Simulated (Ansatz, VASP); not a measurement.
## Two plane-wave programs on Sc

```
CELL_PARAMETERS angstrom
-2.13468 2.13468 2.13468
2.13468 -2.13468 2.13468
2.13468 2.13468 -2.13468
ATOMIC_POSITIONS crystal
Sc 0.00000 0.00000 0.00000
```

Alike in both runs: task single point; functional PBE; k mesh 14 × 14 × 14; occupations gaussian, width 0.1 eV; no spin polarisation.

```csv
,VASP,Ansatz
version,VASP 6.6.1,Ansatz 0.2.0
potentials or method,"VASP PAW PBE potentials, release 64 (Sc_sv), cutoff 520 eV","scalar-relativistic, plane waves, PAW"
valence electrons in the cell,11,11
```

|  | VASP | Ansatz | Ansatz less VASP |
| --- | --- | --- | --- |
| gap on the k mesh at the Fermi level (eV) | none | none | - |
| pressure (GPa) | -10.8 | -10.7 | +0.05 |

A gap of «none» marks a metal or a gap that the smearing closes. The functional is the same, so the differences come from potentials, cutoffs and numerics.
